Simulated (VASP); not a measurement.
# CsI (Pm-3m) in VASP: notebook, part 2 of 2

VASP 6.6.1. The steps go on from the part before.

**4. Relaxation of cell and atoms, r2SCAN**

This run uses another cell than the first one, of 47.62 Å³/atom.

File POSCAR:

```
CsI
1.0
    4.5667000000      0.0000000000      0.0000000000
    0.0000000000      4.5667000000      0.0000000000
    0.0000000000      0.0000000000      4.5667000000
Cs I
1 1
Direct
    0.0000000000      0.0000000000      0.0000000000
    0.5000000000      0.5000000000      0.5000000000
```

File INCAR.step1:

```
PREC     = Accurate       # precision mode
ENCUT    = 550            # plane-wave cutoff, eV
ISMEAR   = -1             # smearing method
SIGMA    = 0.02           # smearing width, eV
LREAL    = False          # projectors in reciprocal space
LASPH    = True           # aspherical terms in the spheres
NELM     = 120            # most SCF steps
GGA      = PE             # functional
ALGO     = Normal         # electronic algorithm
EDIFF    = 1E-5           # SCF threshold, eV
LWAVE    = True           # write WAVECAR
LCHARG   = False          # write CHGCAR
GGA_COMPAT= False        
IBRION   = 2              # ionic algorithm
ISIF     = 3              # what is computed and relaxed
EDIFFG   = -0.005         # ionic threshold
NELMIN   = 4            
NSW      = 100            # ionic steps
```

File INCAR.step2:

```
PREC     = Accurate       # precision mode
ENCUT    = 550            # plane-wave cutoff, eV
EDIFF    = 1E-7           # SCF threshold, eV
ISMEAR   = -1             # smearing method
SIGMA    = 0.02           # smearing width, eV
LREAL    = False          # projectors in reciprocal space
LASPH    = True           # aspherical terms in the spheres
NELM     = 120            # most SCF steps
ALGO     = Normal         # electronic algorithm
ISIF     = 3              # what is computed and relaxed
LWAVE    = False          # write WAVECAR
LCHARG   = False          # write CHGCAR
METAGGA  = R2SCAN         # meta-GGA
LMIXTAU  = True         
IBRION   = 2              # ionic algorithm
NSW      = 70             # ionic steps
EDIFFG   = -0.005         # ionic threshold
ISTART   = 1            
GGA_COMPAT= False        
NELMIN   = 4
```

File KPOINTS:

```
Automatic mesh
0
Gamma
  7 7 7
```

Potentials or basis: VASP PAW PBE potentials, release 64 (Cs_sv, I).

Started as:

```bash
> cat potpaw_PBE.64/Cs_sv/POTCAR potpaw_PBE.64/I/POTCAR > POTCAR
> cp INCAR.step1 INCAR
> mpirun -np 1 vasp_std > vasp.out
> cp INCAR.step2 INCAR
> mpirun -np 1 vasp_std > vasp.out
```

OUTCAR:

```text
PREC = Accurate
   ENCUT = 550
   EDIFF = 1E-7
   ISMEAR = -1
   LREAL = False
   LASPH = True
   NELM = 120
   ISIF = 3
   METAGGA = R2SCAN
   IBRION = 2
   NSW = 70
   EDIFFG = -0.005
   ISTART = 1
   NELMIN = 4

 ion  position               nearest neighbor table
   1  0.000  0.000  0.000-
   2  0.500  0.500  0.500-

  LATTYP: Found a simple cubic cell.
 ALAT       =     4.5667000000

  Lattice vectors:

 A1 = (   4.5667000000,   0.0000000000,   0.0000000000)
 A2 = (   0.0000000000,   4.5667000000,   0.0000000000)
 A3 = (   0.0000000000,   0.0000000000,   4.5667000000)

Analysis of symmetry for initial positions (statically):
=====================================================================
 Subroutine PRICEL returns:
 Original cell was already a primitive cell.

 Routine SETGRP: Setting up the symmetry group for a
 simple cubic supercell.

 Subroutine GETGRP returns: Found 48 space group operations
 (whereof 48 operations were pure point group operations)
 out of a pool of 48 trial point group operations.

The static configuration has the point symmetry O_h .

[... 145 lines left out ...]

--------------------------------------- Ionic step        1  -------------------------------------------

 number of electron      16.0000003 magnetization

 Free energy of the ion-electron system (eV)
  ---------------------------------------------------
  ext. energy  EPLUGINS =         0.00000000
  ---------------------------------------------------
  free energy    TOTEN  =       -53.12192241 eV

  energy without entropy =      -53.12192241  energy(sigma->0) =      -53.12192241

------------------------ aborting loop because EDIFF is reached ----------------------------------------

  FORCE on cell =-STRESS in cart. coord.  units (eV):
  Direction    XX          YY          ZZ          XY          YZ          ZX
  --------------------------------------------------------------------------------------
  -------------------------------------------------------------------------------------
  Total        0.2480770      0.2480770      0.2480770      0.0000000      0.0000000     -0.0000000
  in kB        4.1733962      4.1733962      4.1733962      0.0000000      0.0000000     -0.0000000
  external PRESSURE =       4.1733962 kB  Pullay stress =       0.0000000 kB
[... 59 lines left out ...]
--------------------------------------- Ionic step        3  -------------------------------------------

 number of electron      16.0000002 magnetization

 Free energy of the ion-electron system (eV)
  ---------------------------------------------------
  ext. energy  EPLUGINS =         0.00000000
  ---------------------------------------------------
  free energy    TOTEN  =       -53.12572968 eV

  energy without entropy =      -53.12572968  energy(sigma->0) =      -53.12572968

 E-fermi :   0.7388     XC(G=0):  -7.9789

 val. band max:        0.3003610307   @ k =   0.4286   0.4286   0.0000
 cond. band min:       4.8046664384   @ k =   0.0000   0.0000   0.0000
 fundamental gap:      4.5043054078
 Fermi energy:         0.7388373346

 k-point     1 :       0.0000    0.0000    0.0000
  band No.  band energies     occupation
      1     -20.6793      2.00000
      2     -10.5937      2.00000
      3      -7.0110      2.00000
      4      -7.0110      2.00000
      5      -7.0110      2.00000
      6       0.2302      2.00000
      7       0.2302      2.00000
      8       0.2302      2.00000
      9       4.8047      0.00000
     10       4.9813      0.00000
     11       4.9813      0.00000
     12       8.6579      0.00000
[... 312 lines left out ...]
  FREE ENERGIE OF THE ION-ELECTRON SYSTEM (eV)
  ---------------------------------------------------
  free  energy   TOTEN  =       -53.1257296784 eV

  energy  without entropy=      -53.1257296784  energy(sigma->0) =      -53.12572968

 reached required accuracy - stopping structural energy minimisation
```

OSZICAR.step1:

```text
N       E                     dE             d eps       ncg     rms          rms(c)
DAV:   1     0.957110614132E+02    0.95711E+02   -0.65945E+03   480   0.115E+03
DAV:   2     0.194704564773E+01   -0.93764E+02   -0.87916E+02   716   0.172E+02
DAV:   3    -0.546376417313E+01   -0.74108E+01   -0.73788E+01   584   0.541E+01
[... 21 lines left out ...]
DAV:   3    -0.544270138520E+01    0.20054E-01   -0.63464E-02   500   0.137E+00    0.333E-01
DAV:   4    -0.544263456526E+01    0.66820E-04   -0.67384E-04   540   0.182E-01    0.292E-01
DAV:   5    -0.544250211468E+01    0.13245E-03   -0.61340E-04   556   0.150E-01    0.276E-02
DAV:   6    -0.544248552669E+01    0.16588E-04   -0.63111E-05   548   0.458E-02    0.263E-02
DAV:   7    -0.544247930280E+01    0.62239E-05   -0.10080E-05   372   0.236E-02
   3 F= -.54424793E+01 E0= -.54424793E+01  d E =-.151889E-01
```

Wall time 6.2 min (1 thread of Intel Xeon Platinum 8259CL at 2.50GHz (Skylake/Cascade Lake), shared host); peak memory 0.24 GiB.

Results:

```
Free energy                           : -53.1257 eV
Relaxed volume                        : 49.17 Å³/atom
Relaxed cell                          : a = 4.616 Å, b = 4.616 Å, c = 4.616 Å, α = 90.00°, β = 90.00°, γ = 90.00°
Space group after relaxing (to 0.1 Å) : Pm-3m (No. 221)
Energy gained by relaxing             : 1.9 meV/atom
Ionic steps                           : 3
Pressure after relaxing               : 0.0 GPa
Band gap on the k mesh                : 4.50 eV (least direct gap 4.57 eV)
```

Step by step:
| step | energy change (eV) | largest force (eV/Å) | pressure (GPa) | volume (Å³) |
| --- | --- | --- | --- | --- |
| 1 | 0.0000 | 0.0000 | 0.42 | 95.24 |
| 2 | -0.0031 | 0.0000 | 0.17 | 96.96 |
| 3 | -0.0038 | 0.0000 | -0.01 | 98.34 |

Final structure:
```xyz
2
Lattice="4.6157 0.0000 0.0000 0.0000 4.6157 0.0000 0.0000 0.0000 4.6157" Properties=species:S:1:pos:R:3 pbc="T T T"
Cs    0.0000    0.0000    0.0000
I     2.3078    2.3078    2.3078
```

Caveat: the PAW data sets were made with another functional, which shifts forces and pressure a little; spin-orbit coupling is left out, which moves the levels of the heavy elements; an odd mesh through Γ misses points on the zone boundary, where band edges can lie.
